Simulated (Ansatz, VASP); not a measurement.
**Two plane-wave programs on Al2Pt**

```
CELL_PARAMETERS angstrom
4.41488 0.00000 0.00000
-2.20744 3.82340 0.00000
0.00000 0.00000 6.85631
ATOMIC_POSITIONS crystal
Al 0.33333 0.66667 0.01538
Al 0.66667 0.33333 0.51538
Al 0.33333 0.66667 0.58932
Al 0.66667 0.33333 0.08932
Pt 0.00000 0.00000 0.55234
Pt 0.00000 0.00000 0.05234
```

Alike in both runs: functional PBE; k mesh 4 × 4 × 3; occupations gaussian, width 0.2 eV; no spin polarisation.

Ansatz relaxed the structure, and its values are those at the end. VASP's run is a single point on that final structure, the one shown.

|  | VASP | Ansatz |
| --- | --- | --- |
| version | VASP 6.6.1 | Ansatz 0.2.0 |
| potentials or method | VASP PAW PBE potentials, release 64 (Al, Pt), cutoff 500 eV | scalar-relativistic, plane waves, PAW |
| valence electrons in the cell | 32 | 48 |

```tsv
	VASP	Ansatz	Ansatz less VASP
gap on the k mesh at the Fermi level (eV)	none	none	-
pressure (GPa)	-0.2	-0.1	+0.09
rms of the force components (eV/Å)	0.005	0.002	-0.0024
```

A gap of «none» marks a metal or a gap that the smearing closes. VASP's potentials hold 32 valence electrons a cell and Ansatz's 48, so a difference there can come from the potentials and not from the codes.

The k mesh is coarse, so the values compare programs but aren't converged. Spin-orbit coupling is off throughout.
